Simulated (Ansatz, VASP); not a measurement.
## One calculation of BaTiO3, two programs

Contents of INCAR:

```
PREC = Accurate
ENCUT = 520
EDIFF = 1E-6
ISMEAR = 0
SIGMA = 0.05
LREAL = False
LASPH = True
NELM = 100
ALGO = Normal
ISIF = 2
LWAVE = False
LCHARG = False
GGA = PE
NBANDS = 28
```

The input KPOINTS:

```
Automatic mesh
0
Gamma
  8 8 6
```

Contents of POSCAR:

```
BaTiO3
1.0
    3.9255733564      0.0000000000      0.0000000000
    0.0000000000      3.9255733564      0.0000000000
    0.0000000000      0.0000000000      4.1387801373
Ba Ti O
1 1 3
Direct
    0.0000000000      0.0000000000      0.9863187693
    0.5000000000      0.5000000000      0.4690806688
    0.5000000000      0.5000000000      0.0378497747
    0.5000000000      0.0000000000      0.5173753936
    0.0000000000      0.5000000000      0.5173753936
```

Input for Ansatz:

```yaml
crystal:
  lattice:
    - [3.9255733564, 0.0, 0.0]
    - [0.0, 3.9255733564, 0.0]
    - [0.0, 0.0, 4.1387801373]
  atoms:
    - { symbol: Ba, position: [0.0, 0.0, 0.9863187693] }
    - { symbol: Ti, position: [0.5, 0.5, 0.4690806688] }
    - { symbol: O, position: [0.5, 0.5, 0.0378497747] }
    - { symbol: O, position: [0.5, 0.0, 0.5173753936] }
    - { symbol: O, position: [0.0, 0.5, 0.5173753936] }
basis:
  ecutwfc: 420
kpoints:
  mp_grid: { grid: [8, 8, 6] }
hamiltonian:
  xc: pbe
scf:
  occupations: { method: gaussian, width: 0.05 }
output:
  forces: true
  stress: true
  eigenvalues: true
```

Change from the starting cell: strain -0.015 along x and y, -0.015 along z, atoms carried along.

Alike in both runs: task single point; functional PBE; k mesh 8 × 8 × 6; occupations gaussian, width 0.05 eV; no spin polarisation.

|  | VASP | Ansatz |
| --- | --- | --- |
| version | VASP 6.6.1 | Ansatz 0.2.0 |
| potentials or method | VASP PAW PBE potentials, release 64 (Ba_sv, Ti_sv, O), cutoff 520 eV | scalar-relativistic, plane waves, PAW |
| valence electrons in the cell | 40 | 40 |

Ansatz gave:

* gap on the k mesh at the Fermi level (eV): 1.94
* least direct gap on the mesh (eV): 2.48
* pressure (GPa): 7.8
* traceless stress, the component that is largest in VASP (GPa): -0.15
* rms of the force components (eV/Å): 0.205

Task: Estimate VASP's values.

Result: gap on the k mesh at the Fermi level (eV): 1.88; least direct gap on the mesh (eV): 2.45; pressure (GPa): 9.6; traceless stress, the component that is largest in VASP (GPa): -0.12; rms of the force components (eV/Å): 0.237.

Atom by atom the forces differ by 0.036 eV/Å (rms over components). The functional is the same, so the differences come from potentials, cutoffs and numerics.

Neither program's run includes spin-orbit coupling.
